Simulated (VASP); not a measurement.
# CsRe in VASP: notebook

The runs below take CsRe through single point, with PBE.

All numbers are computed with VASP 6.6.1; they aren't measurements. Logs are shortened: lines on timing, memory, paths and dates and some standing lists are left out, and cuts for length are marked.

### 1 The cell of the first run

The structure is hexagonal, space group P6/mmm (No. 191). Conventional cell: a = 3.714 Å, b = 3.714 Å, c = 5.669 Å, α = 90.00°, β = 90.00°, γ = 120.00°. Cs (site symmetry 6/mmm) has 2 Re at 2.83 Å and 6 Cs at 3.71 Å within 3.8 Å. Re (site symmetry 6/mmm) has 2 Cs at 2.83 Å and 6 Re at 3.71 Å within 3.8 Å.

### 2 Single point, PBE (33.85 Å³/atom)

File INCAR:

```
PREC     = Accurate       # precision mode
ENCUT    = 520            # plane-wave cutoff, eV
EDIFF    = 1E-6           # SCF threshold, eV
ISMEAR   = -1             # smearing method
SIGMA    = 0.05           # smearing width, eV
LREAL    = False          # projectors in reciprocal space
LASPH    = True           # aspherical terms in the spheres
NELM     = 100            # most SCF steps
ALGO     = Normal         # electronic algorithm
ISIF     = 2              # what is computed and relaxed
LWAVE    = False          # write WAVECAR
LCHARG   = False          # write CHGCAR
GGA      = PE             # functional
NBANDS   = 15             # bands
```

File KPOINTS:

```
regular mesh
0
Gamma
  8 8 5
```

File POSCAR:

```
CsRe
1.0
    3.7137874898      0.0000000000      0.0000000000
   -1.8568937399      3.2162343088      0.0000000000
    0.0000000000      0.0000000000      5.6687381295
Cs Re
1 1
Direct
    0.0000000000      0.0000000000      0.5000000000
    0.0000000000      0.0000000000      0.0000000000
```

Potentials or basis: VASP PAW PBE potentials, release 64 (Cs_sv, Re).

Started as:

```console
$ cat potpaw_PBE.64/Cs_sv/POTCAR potpaw_PBE.64/Re/POTCAR > POTCAR
$ mpirun -np 1 vasp_std > vasp.out
```

OUTCAR:

```text
PREC = Accurate
   ENCUT = 520
   EDIFF = 1E-6
   ISMEAR = -1
   LREAL = False
   LASPH = True
   NELM = 100
   ISIF = 2
   GGA = PE

 ion  position               nearest neighbor table
   1  0.000  0.000  0.500-   2 2.83   2 2.83
   2  0.000  0.000  0.000-   1 2.83   1 2.83

  LATTYP: Found a hexagonal cell.
 ALAT       =     3.7137874898
 C/A-ratio  =     1.5264034749

  Lattice vectors:

 A1 = (   3.7137874898,   0.0000000000,   0.0000000000)
 A2 = (  -1.8568937399,   3.2162343088,   0.0000000000)
 A3 = (   0.0000000000,   0.0000000000,   5.6687381295)

Analysis of symmetry for initial positions (statically):
=====================================================================
 Subroutine PRICEL returns:
 Original cell was already a primitive cell.

 Routine SETGRP: Setting up the symmetry group for a
 hexagonal supercell.

 Subroutine GETGRP returns: Found 24 space group operations
 (whereof 24 operations were pure point group operations)
 out of a pool of 24 trial point group operations.

The static configuration has the point symmetry D_6h.

Analysis of symmetry for dynamics (positions and initial velocities):
=====================================================================
 Subroutine PRICEL returns:
 Original cell was already a primitive cell.

 Routine SETGRP: Setting up the symmetry group for a
 hexagonal supercell.

 Subroutine GETGRP returns: Found 24 space group operations
 (whereof 24 operations were pure point group operations)
 out of a pool of 24 trial point group operations.

The dynamic configuration has the point symmetry D_6h.

 Subroutine INISYM returns: Found 24 space group operations
 (whereof 24 operations are pure point group operations),
 and found     1 'primitive' translations

----------------------------------------------------------------------------------------

                                     Primitive cell

  volume of cell :      67.7097

  direct lattice vectors                    reciprocal lattice vectors
     3.713787490  0.000000000  0.000000000     0.269266888  0.155461310  0.000000000
    -1.856893740  3.216234309  0.000000000     0.000000000  0.310922621  0.000000000
     0.000000000  0.000000000  5.668738130     0.000000000  0.000000000  0.176406103

  length of vectors
     3.713787490  3.713787486  5.668738130     0.310922620  0.310922621  0.176406103
[... 88 lines left out ...]
   ISYM   =      2    0-nonsym 1-usesym 2-fastsym
   POTIM  = 0.5000    time-step for ionic-motion
   TEBEG  =    0.0;   TEEND  =   0.0 temperature during run
   PSTRESS=    0.0 pullay stress
   NELECT =      16.0000    total number of electrons
   NUPDOWN=      -1.0000    fix difference up-down
   EMIN   =  10.00;   EMAX   =-10.00  energy-range for DOS
   EFERMI =   0.00;   METHOD = LEGACY
   ISMEAR =    -1;   SIGMA  =   0.05  broadening in eV -4-tet -1-fermi 0-gaus
   EFERMI_NEDOS =   21; number of points for ismear=-14 and -15
   IALGO  =     38    algorithm
   IMIX   =      4    mixing-type and parameters
     AMIX     =   0.40;   BMIX     =  1.00
     AMIX_MAG =   1.60;   BMIX_MAG =  1.00
  volume/ion in A,a.u.               =      33.85       228.46
  Fermi-wavevector in a.u.,A,eV,Ry     =   1.012118  1.912626 13.937573  1.024383
  Thomas-Fermi vector in A             =   2.145208
   LORBIT       =      0    0 simple, 1 ext, 2 COOP (PROOUT), +10 PAW based schemes
   GGA     = PE    functional components
   LHFCALC =     F    Hartree Fock is set to
   AEXX    =    0.0000 exact exchange contribution
   IVDW    =     0    specifies the selected vdW correction
   LEPSILON=     F    determine dielectric tensor
   LRPA    =     F    only Hartree local field effects (RPA)
 non-spin polarized calculation
  energy-cutoff  :      520.00
  volume of cell :       67.71
 maximum number of plane-waves:      1836
 NGX is ok and might be reduce to    28
   NGX = 13   NGY = 13   NGZ = 21

 number of electron      16.0000003 magnetization

 Free energy of the ion-electron system (eV)
  ---------------------------------------------------
  ext. energy  EPLUGINS =         0.00000000
  ---------------------------------------------------
  free energy    TOTEN  =        -6.86749995 eV

  energy without entropy =       -6.83088154  energy(sigma->0) =       -6.84919075

 E-fermi :   2.7272     XC(G=0):  -9.4346

 val. band max:        2.7010374958   @ k =   0.1250  -0.0000   0.4000
 cond. band min:       2.7357163979   @ k =   0.2500  -0.0000   0.2000
 fundamental gap:      0.0346789022
 Fermi energy:         2.7271649675

 k-point     1 :       0.0000    0.0000    0.0000
  band No.  band energies     occupation
      1     -20.1945      2.00000
      2      -7.1991      2.00000
      3      -5.6858      2.00000
      4      -5.6858      2.00000
      5      -1.0740      2.00000
      6       1.5309      2.00000
      7       2.5129      1.97283
      8       2.5129      1.97283
      9       2.7471      0.80365
     10       2.7471      0.80365
     11       4.6905      0.00000
     12       7.0801      0.00000
     13       7.6833      0.00000
     14       7.6833      0.00000
[... 401 lines left out ...]
      2      -7.7943      2.00000
      3      -7.3750      2.00000
      4      -6.2028      2.00000
      5       1.0562      2.00000
      6       1.9352      2.00000
      7       2.4958      1.98065
      8       2.9493      0.02327
      9       3.6401      0.00000
     10       4.0966      0.00000
     11       4.4468      0.00000
     12       5.7554      0.00000
     13       7.7418      0.00000
     14       8.3245      0.00000
     15       9.3368      0.00000

 [... further k-points ...]

------------------------ aborting loop because EDIFF is reached ----------------------------------------

  FORCE on cell =-STRESS in cart. coord.  units (eV):
  Direction    XX          YY          ZZ          XY          YZ          ZX
  --------------------------------------------------------------------------------------
  -------------------------------------------------------------------------------------
  Total       -5.2477530     -5.2477530      1.4175164     -0.0000000      0.0000000     -0.0000000
  in kB     -124.1746221   -124.1746219     33.5418910     -0.0000002      0.0000000     -0.0000000
  external PRESSURE =     -71.6024510 kB  Pullay stress =       0.0000000 kB

 VOLUME and BASIS-vectors are now :
 -----------------------------------------------------------------------------
  energy-cutoff  :      520.00
  volume of cell :       67.71
      direct lattice vectors                 reciprocal lattice vectors
     3.713787490  0.000000000  0.000000000     0.269266888  0.155461310  0.000000000
    -1.856893740  3.216234309  0.000000000     0.000000000  0.310922621  0.000000000
     0.000000000  0.000000000  5.668738130     0.000000000  0.000000000  0.176406103

 POSITION                                       TOTAL-FORCE (eV/Angst)
 -----------------------------------------------------------------------------------
      0.00000      0.00000      2.83437         0.000000      0.000000      0.000000
      0.00000      0.00000      0.00000        -0.000000      0.000000      0.000000
 -----------------------------------------------------------------------------------
    total drift:                               -0.000000     -0.000000      0.000000

  FREE ENERGIE OF THE ION-ELECTRON SYSTEM (eV)
  ---------------------------------------------------
  free  energy   TOTEN  =        -6.8674999485 eV

  energy  without entropy=       -6.8308815426  energy(sigma->0) =       -6.84919075
```

stdout:

```text
POSCAR found type information on POSCAR CsRe
 POSCAR found :  2 types and       2 ions
 scaLAPACK will be used
 LDA part: xc-table for (Slater+PW92), standard interpolation
 POSCAR, INCAR and KPOINTS ok, starting setup
 FFT: planning ... GRIDC
 FFT: planning ... GRID_SOFT
 FFT: planning ... GRID
 WAVECAR not read
 entering main loop
```

Wall time 36 s (1 thread of Intel Xeon 8259CL, shared host); peak memory 0.19 GiB.

What came out:

* Free energy: -6.8675 eV
* Pressure: -7.2 GPa
* Band gap on the k mesh: zero (bands 8 and 9 overlap by 1.02 eV)

Stress tensor (GPa, compression positive):
```
-12.42   0.00   0.00
  0.00 -12.42   0.00
  0.00   0.00   3.35
```

Caveat: the stress differs along the axes, from -12 to 3 GPa; spin-orbit coupling is left out, which moves the levels of the heavy elements.

### 3 Single point, PBE (34.52 Å³/atom)

This run uses another cell than the first one, of 34.52 Å³/atom.

File INCAR:

```
SYSTEM = CsRe
ALGO = Normal
EDIFF = 1E-7
ENCUT = 520
GGA = PE
ISIF = 2
ISMEAR = -1
LASPH = .TRUE.
LCHARG = .FALSE.
LREAL = .FALSE.
LWAVE = .FALSE.
NBANDS = 15
NELM = 60
PREC = Accurate
SIGMA = 0.05
```

File KPOINTS:

```
k-points
0
G
  8 8 5
  0 0 0
```

File POSCAR:

```
CsRe
1.0
    3.7379036687      0.0000000000      0.0000000000
   -1.8689518293      3.2371195324      0.0000000000
    0.0000000000      0.0000000000      5.7055491488
Cs Re
1 1
Direct
    0.0000000000      0.0000000000      0.5000000000
    0.0000000000      0.0000000000      0.0000000000
```

Potentials or basis: VASP PAW PBE potentials, release 64 (Cs_sv, Re).

Started as:

```console
$ cat potpaw_PBE.64/Cs_sv/POTCAR potpaw_PBE.64/Re/POTCAR > POTCAR
$ mpirun -np 1 vasp_std > vasp.out
```

Wall time 49 s (1 thread of Intel Xeon 8259CL, shared host); peak memory 0.19 GiB.

The run converged. Its results:

```yaml
Free_energy: -6.8076 eV
Pressure: -7.4 GPa
Band_gap_on_the_k_mesh: zero (bands 8 and 9 overlap by 0.98 eV)
```

Stress tensor (GPa, compression positive):
```
-12.16   0.00   0.00
  0.00 -12.16   0.00
  0.00   0.00   2.25
```

Levels at points of the mesh, in eV from the Fermi level:
```csv
k point,band 6,band 7,band 8,band 9,band 10,band 11
"(0.00, 0.00, 0.00)",-1.17,-0.21,-0.21,0.02,0.02,1.90
"(0.50, 0.00, 0.00)",-1.74,-1.00,-0.30,1.12,1.54,1.87
```

Caveat: the stress differs along the axes, from -12 to 2 GPa; spin-orbit coupling is left out, which moves the levels of the heavy elements.

### 4 Single point, PBE (35.18 Å³/atom)

This run uses another cell than the first one, of 35.18 Å³/atom.

File INCAR:

```
SYSTEM = CsRe
PREC = Accurate
ENCUT = 520
EDIFF = 1E-6
ISMEAR = -1
SIGMA = 0.05
LREAL = .False.
LASPH = .True.
NELM = 100
ALGO = Normal
ISIF = 2
LWAVE = .False.
LCHARG = .False.
GGA = PE
NBANDS = 15
```

File KPOINTS:

```
Automatic mesh
0
Gamma
  8 8 5
  0 0 0
```

File POSCAR:

```
CsRe
1.0
    3.7617126143      0.0000000000      0.0000000000
   -1.8808563020      3.2577386841      0.0000000000
    0.0000000000      0.0000000000      5.7418912060
Cs Re
1 1
Direct
    0.0000000000      0.0000000000      0.5000000000
    0.0000000000      0.0000000000      0.0000000000
```

Started as:

```console
$ cat potpaw_PBE.64/Cs_sv/POTCAR potpaw_PBE.64/Re/POTCAR > POTCAR
$ mpirun -np 1 vasp_std > vasp.out
```

Run time: 44 s. Hardware: 1 thread of Intel Xeon 8259CL, shared host; peak memory 0.2 GiB.

The run converged. Its results:

```yaml
Free_energy: -6.7462 eV
Pressure: -7.5 GPa
Band_gap_on_the_k_mesh: zero (bands 8 and 9 overlap by 0.95 eV)
```

Stress tensor (GPa, compression positive):
```
-11.92   0.00   0.00
  0.00 -11.92   0.00
  0.00   0.00   1.26
```

Levels at points of the mesh, in eV from the Fermi level:
| k point | band 6 | band 7 | band 8 | band 9 | band 10 | band 11 |
| --- | --- | --- | --- | --- | --- | --- |
| (0.00, 0.00, 0.00) | -1.14 | -0.20 | -0.20 | 0.02 | 0.02 | 1.84 |
| (0.50, 0.00, 0.00) | -1.68 | -0.99 | -0.29 | 1.09 | 1.53 | 1.84 |

Caveat: the stress differs along the axes, from -12 to 1 GPa; spin-orbit coupling is left out, which moves the levels of the heavy elements.

### 5 Single point, PBE (atoms moved at random)

File INCAR:

```
SYSTEM = CsRe
  PREC = Accurate
  ENCUT = 520
  EDIFF = 1E-7
  ISMEAR = -1
  SIGMA = 0.05
  LREAL = .FALSE.
  LASPH = .TRUE.
  NELM = 80
  ALGO = Fast
  ISIF = 2
  LWAVE = .FALSE.
  LCHARG = .FALSE.
  GGA = PE
  NBANDS = 15
```

File KPOINTS:

```
regular mesh
0
G
  8 8 5
  0 0 0
```

File POSCAR:

```
CsRe
1.0
    3.6893539700      0.0000000000      0.0000000000
   -1.8446769800      3.1950742600      0.0000000000
    0.0000000000      0.0000000000      5.6314427200
Cs Re
1 1
Direct
    0.0028220000      0.0177320000      0.4944620000
    0.0100150000      0.0159480000      0.0002110000
```

Started as:

```console
$ cat potpaw_PBE.64/Cs_sv/POTCAR potpaw_PBE.64/Re/POTCAR > POTCAR
$ mpirun -np 1 vasp_std > vasp.out
```

Run time: 5.2 min. Hardware: 1 thread of Intel Xeon 8259CL, shared host; peak memory 0.31 GiB.

The run converged. Its results:

* Free energy: -6.9205 eV
* Pressure: -6.8 GPa
* Largest force: 0.269 eV/Å
* Band gap on the k mesh: zero (bands 8 and 9 overlap by 1.05 eV)

Forces in eV/Å, atoms in the order of the input:
```
Cs   0.037 -0.007  0.266
Re  -0.037  0.007 -0.266
```

Stress tensor (GPa, compression positive):
```
-12.64   0.00  -0.02
  0.00 -12.63   0.00
 -0.02   0.00   4.72
```

Levels at points of the mesh, in eV from the Fermi level:
| k point | band 4 | band 5 | band 6 | band 7 | band 8 | band 9 | band 10 | band 11 | band 12 | band 13 |
| --- | --- | --- | --- | --- | --- | --- | --- | --- | --- | --- |
| (0.00, 0.00, 0.00) | -8.35 | -3.84 | -1.22 | -0.22 | -0.22 | 0.02 | 0.02 | 2.03 | 4.44 | 5.00 |
| (0.50, 0.00, 0.00) | -8.94 | -1.89 | -1.85 | -1.02 | -0.33 | 1.20 | 1.56 | 1.91 | 2.35 | 5.02 |
| (0.00, 0.50, 0.00) | -8.94 | -1.89 | -1.85 | -1.02 | -0.33 | 1.20 | 1.56 | 1.91 | 2.35 | 5.02 |
| (0.50, 0.50, 0.00) | -8.94 | -1.89 | -1.85 | -1.02 | -0.33 | 1.20 | 1.56 | 1.91 | 2.35 | 5.02 |

Caveat: the cell differs from its parent crystal (atoms moved at random); the stress differs along the axes, from -13 to 5 GPa; spin-orbit coupling is left out, which moves the levels of the heavy elements.

### 6 Single point, PBE

This run uses another cell than the first one, of 33.19 Å³/atom.

File INCAR:

```
PREC = Accurate
ENCUT = 520
EDIFF = 1E-7
ISMEAR = 0
SIGMA = 0.05
LREAL = F
LASPH = T
NELM = 100
ALGO = Normal
ISIF = 2
LWAVE = F
LCHARG = T
GGA = PE
LELF = T
LVHAR = T
NBANDS = 15
```

File KPOINTS:

```
regular mesh
0
Gamma
  6 6 4
```

POSCAR is that of step 5.

Potentials or basis: VASP PAW PBE potentials, release 64 (Cs_sv, Re).

Started as:

```console
$ cat potpaw_PBE.64/Cs_sv/POTCAR potpaw_PBE.64/Re/POTCAR > POTCAR
$ mpirun -np 1 vasp_std > vasp.out
```

Run time: 2.3 min. Hardware: 1 thread of Oxide Virtual Turin-like, shared host; peak memory 0.19 GiB.

It converged, with:

| Item | Value |
| --- | --- |
| Free energy | -6.7364 eV |
| Pressure | -7.0 GPa |
| Largest force | 0.274 eV/Å |
| Band gap on the k mesh | zero (bands 8 and 9 overlap by 0.82 eV) |

Forces in eV/Å, atoms in the order of the input:
```
Cs  -0.155  0.030  0.224
Re   0.155 -0.030 -0.224
```

Stress tensor (GPa, compression positive):
```
-12.71   0.00  -0.01
  0.00 -12.72   0.00
 -0.01   0.00   4.38
```

Levels at points of the mesh, in eV from the Fermi level:
| k point | band 4 | band 5 | band 6 | band 7 | band 8 | band 9 | band 10 | band 11 | band 12 | band 13 |
| --- | --- | --- | --- | --- | --- | --- | --- | --- | --- | --- |
| (0.00, 0.00, 0.00) | -8.40 | -3.75 | -1.33 | -0.15 | -0.15 | -0.02 | -0.02 | 2.03 | 4.48 | 4.99 |
| (0.50, 0.00, 0.00) | -8.98 | -1.86 | -1.82 | -1.12 | -0.36 | 1.26 | 1.67 | 1.92 | 2.40 | 5.00 |
| (0.00, 0.50, 0.00) | -8.98 | -1.86 | -1.82 | -1.12 | -0.36 | 1.26 | 1.68 | 1.92 | 2.40 | 5.00 |
| (0.50, 0.50, 0.00) | -8.98 | -1.86 | -1.82 | -1.12 | -0.36 | 1.26 | 1.67 | 1.92 | 2.40 | 5.00 |
| (0.00, 0.00, 0.50) | -8.45 | -2.98 | -0.12 | -0.12 | 0.45 | 0.46 | 0.83 | 2.03 | 2.75 | 4.80 |
| (0.50, 0.00, 0.50) | -9.03 | -1.49 | -0.68 | -0.12 | 0.23 | 1.26 | 1.44 | 1.55 | 3.39 | 4.52 |
| (0.00, 0.50, 0.50) | -9.03 | -1.49 | -0.68 | -0.11 | 0.22 | 1.26 | 1.44 | 1.55 | 3.39 | 4.52 |
| (0.50, 0.50, 0.50) | -9.02 | -1.49 | -0.69 | -0.12 | 0.23 | 1.26 | 1.44 | 1.55 | 3.39 | 4.52 |

Caveat: the stress differs along the axes, from -13 to 4 GPa; spin-orbit coupling is left out, which moves the levels of the heavy elements.

### 7 The runs side by side

| cell | k mesh | smearing | gap on the mesh (eV) | pressure (GPa) | largest force (eV/Å) |
| --- | --- | --- | --- | --- | --- |
| a = 3.714, b = 3.714, c = 5.669 Å, angles 90.0, 90.0, 120.0°, 2 atoms, atomic positions A | 8 × 8 × 5 | fermi-dirac 0.05 eV | none | -7.2 | - |
| a = 3.738, b = 3.738, c = 5.706 Å, angles 90.0, 90.0, 120.0°, 2 atoms, atomic positions A | 8 × 8 × 5 | fermi-dirac 0.05 eV | none | -7.4 | - |
| a = 3.762, b = 3.762, c = 5.742 Å, angles 90.0, 90.0, 120.0°, 2 atoms, atomic positions A | 8 × 8 × 5 | fermi-dirac 0.05 eV | none | -7.5 | - |
| a = 3.689, b = 3.689, c = 5.631 Å, angles 90.0, 90.0, 120.0°, 2 atoms, atomic positions B | 8 × 8 × 5 | fermi-dirac 0.05 eV | none | -6.8 | 0.27 |
| a = 3.689, b = 3.689, c = 5.631 Å, angles 90.0, 90.0, 120.0°, 2 atoms, atomic positions B | 6 × 6 × 4 | gaussian 0.05 eV | none | -7.0 | 0.27 |

Alike in all rows: task single point; level PBE; potentials or basis VASP PAW PBE potentials, release 64 (Cs_sv, Re); no spin polarisation; cutoff (eV) 520.

Caveats: spin-orbit coupling is left out, which moves the levels of the heavy elements; the stress differs along the axes, from -12 to 3 GPa (at least some runs); the stress differs along the axes, from -12 to 2 GPa (at least some runs); the stress differs along the axes, from -12 to 1 GPa (at least some runs); the stress differs along the axes, from -13 to 5 GPa (at least some runs); the stress differs along the axes, from -13 to 4 GPa (at least some runs).

Absolute energies hang on the potentials; compare differences alone.

The gap in the log of VASP goes by the Fermi energy; the results here count the filled bands.